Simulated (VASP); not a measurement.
# Al2Cu (P4/mmm) in VASP: further runs

The runs below take Al2Cu through single point, with PBEsol.

All numbers are computed with VASP 6.6.1; they aren't measurements. Logs are shortened: lines on timing, memory, paths and dates and some standing lists are left out, and cuts for length are marked.

**1. The cell of the first run**

Symmetry: P4/mmm, No. 123, tetragonal system. The conventional cell has a = 4.145 Å, b = 4.145 Å, c = 2.761 Å, α = 90.00°, β = 90.00°, γ = 90.00°. Within 3.3 Å of Al (site symmetry mmm) lie 4 Cu at 2.49 Å and 6 Al at 2.76 to 2.93 Å. Cu (site symmetry 4/mmm) has 8 Al at 2.49 Å and 2 Cu at 2.76 Å within 3.3 Å.

**2. Single point, PBEsol (strain +0.015 along x and y, -0.030 along z)**

File INCAR:

```
ALGO = Fast
EDIFF = 1E-6
ENCUT = 520
GGA = PS
ISIF = 2
ISMEAR = 0
LASPH = T
LCHARG = F
LREAL = F
LWAVE = F
NBANDS = 16
NELM = 100
PREC = Accurate
SIGMA = 0.15
```

File KPOINTS:

```
k-points
0
Gamma
  12 12 16
```

File POSCAR:

```
Al2Cu
1.0
    4.1454347794      0.0000000000      0.0000000000
    0.0000000000      4.1454347794      0.0000000000
    0.0000000000      0.0000000000      2.7610029088
Al Cu
2 1
Direct
    0.5000000000      0.0000000000      0.5000000000
    0.0000000000      0.5000000000      0.5000000000
    0.0000000000      0.0000000000      0.0000000000
```

Potentials or basis: VASP PAW PBE potentials, release 64 (Al, Cu).

On the command line:

```sh
$ cat potpaw_PBE.64/Al/POTCAR potpaw_PBE.64/Cu/POTCAR > POTCAR
$ mpirun -np 1 vasp_std > vasp.out
```

OUTCAR:

```text
EDIFF = 1E-6
   ENCUT = 520
   GGA = PS
   ISIF = 2
   ISMEAR = 0
   LASPH = T
   LREAL = F
   NELM = 100
   PREC = Accurate

 ion  position               nearest neighbor table
   1  0.500  0.000  0.500-   3 2.49   3 2.49   3 2.49   3 2.49   2 2.93   2 2.93   2 2.93   2 2.93

   2  0.000  0.500  0.500-   3 2.49   3 2.49   3 2.49   3 2.49   1 2.93   1 2.93   1 2.93   1 2.93

   3  0.000  0.000  0.000-   1 2.49   2 2.49   1 2.49   2 2.49   2 2.49   2 2.49   1 2.49   1 2.49

  LATTYP: Found a simple tetragonal cell.
 ALAT       =     4.1454347794
 C/A-ratio  =     0.6660345792

  Lattice vectors:

 A1 = (   4.1454347794,   0.0000000000,   0.0000000000)
 A2 = (   0.0000000000,   4.1454347794,   0.0000000000)
 A3 = (   0.0000000000,   0.0000000000,   2.7610029088)

Analysis of symmetry for initial positions (statically):
=====================================================================
 Subroutine PRICEL returns:
 Original cell was already a primitive cell.

 Routine SETGRP: Setting up the symmetry group for a
 simple tetragonal supercell.

 Subroutine GETGRP returns: Found 16 space group operations
 (whereof 16 operations were pure point group operations)
 out of a pool of 16 trial point group operations.

The static configuration has the point symmetry D_4h.

Analysis of symmetry for dynamics (positions and initial velocities):
=====================================================================
 Subroutine PRICEL returns:
 Original cell was already a primitive cell.

 Routine SETGRP: Setting up the symmetry group for a
 simple tetragonal supercell.

 Subroutine GETGRP returns: Found 16 space group operations
 (whereof 16 operations were pure point group operations)
 out of a pool of 16 trial point group operations.

The dynamic configuration has the point symmetry D_4h.

 Subroutine INISYM returns: Found 16 space group operations
 (whereof 16 operations are pure point group operations),
 and found     1 'primitive' translations

----------------------------------------------------------------------------------------

                                     Primitive cell

  volume of cell :      47.4468

  direct lattice vectors                    reciprocal lattice vectors
     4.145434779  0.000000000  0.000000000     0.241229220  0.000000000  0.000000000
     0.000000000  4.145434779  0.000000000     0.000000000  0.241229220  0.000000000
     0.000000000  0.000000000  2.761002909     0.000000000  0.000000000  0.362187232

  length of vectors
     4.145434779  4.145434779  2.761002909     0.241229220  0.241229220  0.362187232

  position of ions in fractional coordinates (direct lattice)
     0.500000000  0.000000000  0.500000000
     0.000000000  0.500000000  0.500000000
     0.000000000  0.000000000  0.000000000

  ion indices of the primitive-cell ions
   primitive index   ion index
                 1           1
                 2           2
                 3           3

----------------------------------------------------------------------------------------

 KPOINTS: k-points

Automatic generation of k-mesh.
 Grid dimensions read from file:
 generate k-points for:   12   12   16

 Generating k-lattice:

  Cartesian coordinates                     Fractional coordinates (reciprocal lattice)
     0.020102435  0.000000000  0.000000000     0.083333333  0.000000000  0.000000000
     0.000000000  0.020102435  0.000000000     0.000000000  0.083333333  0.000000000
     0.000000000  0.000000000  0.022636702     0.000000000  0.000000000  0.062500000

  Length of vectors
     0.020102435  0.020102435  0.022636702

  Shift w.r.t. Gamma in fractional coordinates (k-lattice)
     0.000000000  0.000000000  0.000000000

 Subroutine IBZKPT returns following result:
 ===========================================

 Found    252 irreducible k-points:

 Following reciprocal coordinates:
            Coordinates               Weight
  0.000000  0.000000  0.000000      1.000000
  0.083333  0.000000  0.000000      4.000000
  0.166667  0.000000  0.000000      4.000000
  0.250000  0.000000  0.000000      4.000000
  0.333333  0.000000  0.000000      4.000000
  0.416667  0.000000  0.000000      4.000000
[... 16 lines left out ...]
  0.333333  0.333333  0.000000      4.000000
  0.416667  0.333333  0.000000      8.000000
 [... further k-points ...]
   k-points           NKPTS =    252   k-points in BZ     NKDIM =    252   number of bands    NBANDS=     16
   number of dos      NEDOS =    301   number of ions     NIONS =      3
   total plane-waves  NPLWV =  24576
   dimension x,y,z NGX =    32 NGY =   32 NGZ =   24
   dimension x,y,z NGXF=    64 NGYF=   64 NGZF=   48
   ions per type =               2   1
   NGX,Y,Z   is equivalent  to a cutoff of  12.83, 12.83, 14.45 a.u.
   NGXF,Y,Z  is equivalent  to a cutoff of  25.67, 25.67, 28.90 a.u.
 SYSTEM =  unknown system
   PREC   = accura    normal or accurate (medium, high low for compatibility)
   ISTART =      0    job   : 0-new  1-cont  2-samecut
   ICHARG =      2    charge: 1-file 2-atom 10-const
   ISPIN  =      1    spin polarized calculation?
   LNONCOLLINEAR =      F non collinear calculations
   LSORBIT =      F    spin-orbit coupling
   LASPH  =      T    aspherical Exc in radial PAW
   ENCUT  =  520.0 eV  38.22 Ry    6.18 a.u.   7.71  7.71  5.13*2*pi/ulx,y,z
   NELM   =    100;   NELMIN=  2; NELMDL= -5     # of ELM steps
   EDIFF  = 0.1E-05   stopping-criterion for ELM
   LREAL  =      F    real-space projection
   EDIFFG = 0.1E-04   stopping-criterion for IOM
   NSW    =      0    number of steps for IOM
   IBRION =     -1    ionic relax: 0-MD 1-quasi-New 2-CG
   NFREE  =      0    steps in history (QN), initial steepest desc. (CG)
   ISIF   =      2    stress and relaxation
   ISYM   =      2    0-nonsym 1-usesym 2-fastsym
   POTIM  = 0.5000    time-step for ionic-motion
   TEBEG  =    0.0;   TEEND  =   0.0 temperature during run
   PSTRESS=    0.0 pullay stress
   NELECT =      17.0000    total number of electrons
   NUPDOWN=      -1.0000    fix difference up-down
   EMIN   =  10.00;   EMAX   =-10.00  energy-range for DOS
   EFERMI =   0.00;   METHOD = LEGACY
   ISMEAR =     0;   SIGMA  =   0.15  broadening in eV -4-tet -1-fermi 0-gaus
   EFERMI_NEDOS =   21; number of points for ismear=-14 and -15
   IALGO  =     68    algorithm
   IMIX   =      4    mixing-type and parameters
     AMIX     =   0.40;   BMIX     =  1.00
     AMIX_MAG =   1.60;   BMIX_MAG =  1.00
  volume/ion in A,a.u.               =      15.82       106.73
  Fermi-wavevector in a.u.,A,eV,Ry     =   1.162757  2.197291 18.395115  1.352003
  Thomas-Fermi vector in A             =   2.299314
   LORBIT       =      0    0 simple, 1 ext, 2 COOP (PROOUT), +10 PAW based schemes
   GGA     = PS    functional components
   LHFCALC =     F    Hartree Fock is set to
   AEXX    =    0.0000 exact exchange contribution
   IVDW    =     0    specifies the selected vdW correction
   LEPSILON=     F    determine dielectric tensor
   LRPA    =     F    only Hartree local field effects (RPA)
 non-spin polarized calculation
 RMM-DIIS sequential band-by-band and
 Gauss-broadening in eV      SIGMA  =   0.15
  energy-cutoff  :      520.00
  volume of cell :       47.45
 maximum number of plane-waves:      1300
 NGX is ok and might be reduce to    32
   NGX = 15   NGY = 15   NGZ = 11

 number of electron      16.9999995 magnetization

 Free energy of the ion-electron system (eV)
  ---------------------------------------------------
  ext. energy  EPLUGINS =         0.00000000
  ---------------------------------------------------
  free energy    TOTEN  =       -12.55496635 eV

  energy without entropy =      -12.54331000  energy(sigma->0) =      -12.54913817

 E-fermi :   7.3662     XC(G=0): -10.5907

 val. band max:        7.3569010761   @ k =   0.2500   0.0833   0.5000
 cond. band min:       7.3749344032   @ k =   0.5000   0.1667   0.2500
 fundamental gap:      0.0180333271
 Fermi energy:         7.3662039513

 k-point     1 :       0.0000    0.0000    0.0000
  band No.  band energies     occupation
      1      -3.3866      2.00000
      2       1.6580      2.00000
      3       2.2333      2.00000
      4       2.9397      2.00000
      5       3.2716      2.00000
      6       3.2716      2.00000
[... 8 lines left out ...]
     15      14.7839      0.00000
     16      20.3509      0.00000

 k-point     2 :       0.0833    0.0000    0.0000
  band No.  band energies     occupation
      1      -3.3294      2.00000
      2       1.6229      2.00000
      3       2.2184      2.00000
      4       2.9203      2.00000
      5       3.2703      2.00000
      6       3.2718      2.00000
[... 8 lines left out ...]
     15      15.1031      0.00000
     16      20.5320      0.00000

 k-point     3 :       0.1667    0.0000    0.0000
  band No.  band energies     occupation
      1      -3.1595      2.00000
      2       1.4608      2.00000
      3       2.1790      2.00000
      4       2.8719      2.00000
      5       3.2668      2.00000
      6       3.2725      2.00000
[... 8 lines left out ...]
     15      16.3644      0.00000
     16      20.1917      0.00000

 k-point     4 :       0.2500    0.0000    0.0000
  band No.  band energies     occupation
      1      -2.8831      2.00000
      2       1.0434      2.00000
      3       2.1465      2.00000
      4       2.8141      2.00000
      5       3.1026      2.00000
      6       3.2621      2.00000
[... 8 lines left out ...]
     15      17.8698      0.00000
     16      19.4735      0.00000

 k-point     5 :       0.3333    0.0000    0.0000
  band No.  band energies     occupation
      1      -2.5168      2.00000
      2       0.4158      2.00000
      3       2.1425      2.00000
      4       2.7634      2.00000
      5       2.9071      2.00000
      6       3.2573      2.00000
[... 8 lines left out ...]
     15      18.7568      0.00000
     16      19.4768      0.00000

 k-point     6 :       0.4167    0.0000    0.0000
  band No.  band energies     occupation
      1      -2.1139      2.00000
      2      -0.2036      2.00000
      3       2.1511      2.00000
      4       2.7299      2.00000
      5       2.8396      2.00000
      6       3.2539      2.00000
[... 8 lines left out ...]
     15      18.1670      0.00000
     16      19.1861      0.00000

 k-point     7 :       0.5000    0.0000    0.0000
  band No.  band energies     occupation
      1      -1.8859      2.00000
      2      -0.5114      2.00000
      3       2.1557      2.00000
      4       2.7182      2.00000
      5       2.8237      2.00000
      6       3.2526      2.00000
[... 8 lines left out ...]
     15      17.9095      0.00000
     16      18.9516      0.00000

 k-point     8 :       0.0833    0.0833    0.0000
  band No.  band energies     occupation
      1      -3.2722      2.00000
      2       1.5964      2.00000
      3       2.2004      2.00000
      4       2.8972      2.00000
      5       3.2704      2.00000
      6       3.2706      2.00000
[... 8 lines left out ...]
     15      15.9697      0.00000
     16      20.6790      0.00000

 k-point     9 :       0.1667    0.0833    0.0000
  band No.  band energies     occupation
      1      -3.1022      2.00000
      2       1.4604      2.00000
      3       2.1516      2.00000
      4       2.8397      2.00000
      5       3.2671      2.00000
      6       3.2712      2.00000
[... 8 lines left out ...]
     15      16.9583      0.00000
     16      20.1698      0.00000
[... 172 lines left out ...]
 k-point    19 :       0.2500    0.2500    0.0000
  band No.  band energies     occupation
      1      -2.3754      2.00000
      2       1.1381      2.00000
      3       1.7628      2.00000
      4       2.5990      2.00000
      5       3.2198      2.00000
      6       3.2638      2.00000
[... 8 lines left out ...]
     15      18.9223      0.00000
     16      19.4881      0.00000

 k-point    20 :       0.3333    0.2500    0.0000
  band No.  band energies     occupation
      1      -2.0038      2.00000
      2       0.7580      2.00000
      3       1.7319      2.00000
      4       2.5294      2.00000
      5       2.9989      2.00000
      6       3.2596      2.00000
[... 8 lines left out ...]
     15      19.0620      0.00000
     16      19.4740      0.00000

 k-point    21 :       0.4167    0.2500    0.0000
  band No.  band energies     occupation
      1      -1.5888      2.00000
      2       0.1919      2.00000
      3       1.8508      2.00000
      4       2.4700      2.00000
      5       2.8663      2.00000
      6       3.2563      2.00000
[... 8 lines left out ...]
     15      18.5158      0.00000
     16      18.9121      0.00000

 k-point    22 :       0.5000    0.2500    0.0000
  band No.  band energies     occupation
      1      -1.3456      2.00000
      2      -0.1174      2.00000
      3       1.9162      2.00000
      4       2.4385      2.00000
      5       2.8263      2.00000
      6       3.2551      2.00000
[... 8 lines left out ...]
     15      18.2496      0.00000
     16      18.5711      0.00000

 k-point    23 :       0.3333    0.3333    0.0000
  band No.  band energies     occupation
      1      -1.6263      2.00000
      2       0.8519      2.00000
      3       1.3706      2.00000
      4       2.4169      2.00000
      5       2.9617      2.00000
      6       3.2370      2.00000
[... 8 lines left out ...]
     15      19.1010      0.00000
     16      19.3563      0.00000

 k-point    24 :       0.4167    0.3333    0.0000
  band No.  band energies     occupation
      1      -1.1988      2.00000
      2       0.4601      2.00000
      3       1.4312      2.00000
      4       2.2841      2.00000
      5       2.8620      2.00000
      6       3.1844      2.00000
[... 8 lines left out ...]
     15      18.6484      0.00000
     16      18.7433      0.00000

 [... further k-points ...]
[... 5 lines left out ...]
  --------------------------------------------------------------------------------------
  -------------------------------------------------------------------------------------
  Total       -0.3394865     -0.3394865      0.9694330      0.0000000      0.0000000      0.0000000
  in kB      -11.4637330    -11.4637330     32.7356780      0.0000000      0.0000000      0.0000000
  external PRESSURE =       3.2694040 kB  Pullay stress =       0.0000000 kB

 VOLUME and BASIS-vectors are now :
 -----------------------------------------------------------------------------
  energy-cutoff  :      520.00
  volume of cell :       47.45
      direct lattice vectors                 reciprocal lattice vectors
     4.145434779  0.000000000  0.000000000     0.241229220  0.000000000  0.000000000
     0.000000000  4.145434779  0.000000000     0.000000000  0.241229220  0.000000000
     0.000000000  0.000000000  2.761002909     0.000000000  0.000000000  0.362187232

 POSITION                                       TOTAL-FORCE (eV/Angst)
 -----------------------------------------------------------------------------------
      2.07272      0.00000      1.38050         0.000000      0.000000      0.000000
      0.00000      2.07272      1.38050         0.000000      0.000000      0.000000
      0.00000      0.00000      0.00000         0.000000      0.000000      0.000000
 -----------------------------------------------------------------------------------
    total drift:                               -0.000000      0.000000      0.000000

  FREE ENERGIE OF THE ION-ELECTRON SYSTEM (eV)
  ---------------------------------------------------
  free  energy   TOTEN  =       -12.5549663487 eV

  energy  without entropy=      -12.5433099969  energy(sigma->0) =      -12.54913817
```

Run time: 74 s. Hardware: 1 thread of Intel Xeon 6975P-C (Granite Rapids), shared host; peak memory 0.3 GiB.

Results:

```yaml
Free_energy: -12.5550 eV
Pressure: 0.3 GPa
```

Stress tensor (GPa, compression positive):
```
-1.15  0.00  0.00
 0.00 -1.15  0.00
 0.00  0.00  3.27
```

Levels at points of the mesh, in eV from the Fermi level:
| k point | band 6 | band 7 | band 8 | band 9 | band 10 | band 11 | band 12 | band 13 |
| --- | --- | --- | --- | --- | --- | --- | --- | --- |
| (0.00, 0.00, 0.00) | -4.09 | -2.71 | -2.71 | -0.46 | 0.62 | 5.64 | 5.64 | 6.75 |
| (0.50, 0.00, 0.00) | -4.11 | -4.09 | -1.46 | 1.31 | 1.38 | 1.48 | 7.94 | 8.75 |
| (0.50, 0.50, 0.00) | -4.45 | -4.11 | -4.11 | -2.54 | 8.37 | 8.37 | 9.31 | 9.47 |
| (0.00, 0.00, 0.50) | -4.20 | -2.88 | 2.16 | 2.63 | 2.63 | 2.78 | 2.78 | 3.26 |
| (0.50, 0.00, 0.50) | -4.28 | -3.13 | -2.30 | -1.45 | 3.83 | 3.86 | 4.58 | 5.06 |
| (0.50, 0.50, 0.50) | -3.36 | -2.40 | -2.40 | -0.62 | -0.54 | 0.20 | 0.20 | 2.37 |

Caveat: the cell differs from its parent crystal (strain +0.015 along x and y, -0.030 along z); the PAW data sets were made with another functional, which shifts forces and pressure a little.

(Part 1 of 2 ends here.)
